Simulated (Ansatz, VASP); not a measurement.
**One calculation of ZrB, two programs**

```xyz
2
Lattice="-0.0698 2.3250 2.3250 2.2553 0.0000 2.2553 2.3250 2.3250 -0.0698" Properties=species:S:1:pos:R:3 pbc="T T T"
Zr    0.0000    0.0000    0.0000
B     2.2553    2.3250    2.2553
```

Change from the starting cell: strain -0.0600 x Voigt [0, 0, 0, 0, 1, 0], atoms carried along.

Alike in both runs: task single point; functional PBEsol; k mesh 18 × 18 × 18; occupations gaussian, width 0.15 eV; no spin polarisation.

```csv
,VASP,Ansatz
version,VASP 6.6.1,Ansatz 0.2.0
potentials or method,"VASP PAW PBE potentials, release 64 (Zr_sv, B), cutoff 520 eV","scalar-relativistic, plane waves, PAW"
valence electrons in the cell,15,15
```

```tsv
	VASP	Ansatz	Ansatz less VASP
gap on the k mesh at the Fermi level (eV)	none	none	-
pressure (GPa)	29.9	29.6	-0.31
traceless stress, the component that is largest in VASP (GPa)	3.45	3.46	+0.014
```

VASP's potentials were made for PBE, not for PBEsol. A gap of «none» marks a metal or a gap that the smearing closes. Both programs put the cell under a high pressure, so it lies far from rest at this level. With one functional, cell and mesh, what is left measures potentials, basis and numerics.
